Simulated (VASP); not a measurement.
# Pt: relaxation of cell and atoms with PBEsol

Crystal: Pt.

```
Pt
1.0
     0.00000    1.96090    1.96090
     1.96090    0.00000    1.96090
     1.96090    1.96090    0.00000
Pt
1
Direct
  0.00000 0.00000 0.00000
```

```
Program                : VASP 6.6.1
Task                   : relaxation of cell and atoms
Functional             : PBEsol
Potentials or basis    : VASP PAW PBE potentials, release 64 (Pt)
Cutoff                 : 600 eV
k mesh                 : 12 × 12 × 12
Occupations            : fermi-dirac, width 0.05 eV
Spin                   : no spin polarisation
Target pressure        : 10 GPa
Dipole correction      : no
Further INCAR settings : ALGO = Fast; EDIFF = 1e-06; IBRION = 2; EDIFFG = -0.01; NSW = 60; ISIF = 3
```

```json
{"Relaxed volume": "14.56 Å³/atom", "Relaxed cell": "a = 2.741 Å, b = 2.741 Å, c = 2.741 Å, α = 60.00°, β = 60.00°, γ = 60.00°", "Space group after relaxing (to 0.05 Å)": "Fm-3m (No. 225)", "Energy change on relaxing (the enthalpy is what falls)": "+13.8 meV/atom", "Ionic steps": "4", "Pressure after relaxing": "9.9 GPa", "Band gap on the k mesh": "zero (band 5 reaches 12.33 eV, above the bottom of band 6 at 9.95 eV)"}
```

The path:
```csv
step,energy change (eV),largest force (eV/Å),pressure (GPa),volume (Å³)
1,0.0000,0.0000,-0.91,15.08
2,0.3559,0.0000,64.04,12.95
3,0.0126,0.0000,9.40,14.58
4,0.0138,0.0000,9.92,14.56
```

Final structure:
```
Pt
1.0
     0.00000    1.93826    1.93826
     1.93826    0.00000    1.93826
     1.93826    1.93826    0.00000
Pt
1
Direct
  0.00000 0.00000 0.00000
```

Levels at points of the mesh, in eV from the Fermi level:
| k point | band 3 | band 4 | band 5 | band 6 | band 7 | band 8 |
| --- | --- | --- | --- | --- | --- | --- |
| (0.00, 0.00, 0.00) | -4.05 | -4.05 | -1.74 | -1.74 | 14.49 | 19.65 |
| (0.50, 0.00, 0.00) | -4.11 | -0.72 | 0.04 | 0.04 | 6.06 | 14.05 |
| (0.50, 0.50, 0.00) | 0.01 | 0.52 | 0.52 | 1.62 | 9.20 | 11.42 |

It took 72 s on 1 thread of Intel Xeon 8259CL (shared host), peak memory 0.16 GiB.

Caveat: the cell is relaxed towards a set pressure, so the enthalpy falls and the energy may rise; the PAW data sets were made with another functional, which shifts forces and pressure a little; spin-orbit coupling is left out, which moves the levels of the heavy elements.
